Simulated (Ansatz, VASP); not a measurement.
# Ag: VASP beside Ansatz

File INCAR:

```
SYSTEM = Ag
PREC = Accurate
ENCUT = 520
EDIFF = 1E-7
ISMEAR = 0
SIGMA = 0.15
LREAL = .False.
LASPH = .True.
NELM = 100
ALGO = Normal
ISIF = 2
LWAVE = .False.
LCHARG = .True.
GGA = PE
LELF = .True.
LVHAR = .True.
NBANDS = 12
```

Contents of KPOINTS:

```
regular mesh
0
Gamma
  10 10 10
  0 0 0
```

POSCAR

```
Ag
1.0
    0.0000000000      2.0737465000      2.0124535000
    2.0737465000      0.0000000000      2.0124535000
    2.0737465000      2.0737465000      0.0000000000
Ag
1
Direct
    0.0000000000      0.0000000000      0.0000000000
```

Input for Ansatz:

```yaml
crystal:
  lattice:
    - [0.0, 2.0737465, 2.0124535]
    - [2.0737465, 0.0, 2.0124535]
    - [2.0737465, 2.0737465, 0.0]
  atoms:
    - { symbol: Ag, position: [0.0, 0.0, 0.0] }
basis:
  ecutwfc: 420
kpoints:
  mp_grid: { grid: [10, 10, 10] }
hamiltonian:
  xc: pbe
scf:
  occupations: { method: gaussian, width: 0.15 }
output:
  forces: true
  stress: true
  eigenvalues: true
```

Change from the starting cell: strain +0.015 along x and y, -0.015 along z, atoms carried along.

Alike in both runs: task single point; functional PBE; k mesh 10 × 10 × 10; occupations gaussian, width 0.15 eV; no spin polarisation.

```csv
,VASP,Ansatz
version,VASP 6.6.1,Ansatz 0.2.0
potentials or method,"VASP PAW PBE potentials, release 64 (Ag), cutoff 520 eV","scalar-relativistic, plane waves, PAW"
valence electrons in the cell,11,19
```

VASP gave:

* gap on the k mesh at the Fermi level (eV): none
* pressure (GPa): 3.2
* traceless stress, the component that is largest in VASP (GPa): 0.40

**Question.** What did Ansatz give for the same quantities?

**Answer.** gap on the k mesh at the Fermi level (eV): none; pressure (GPa): 3.4; traceless stress, the component that is largest in VASP (GPa): 0.41.

A gap of «none» marks a metal or a gap that the smearing closes. With one functional, cell and mesh, what is left measures potentials, basis and numerics. VASP's potentials hold 11 valence electrons a cell and Ansatz's 19, so a difference there can come from the potentials and not from the codes.
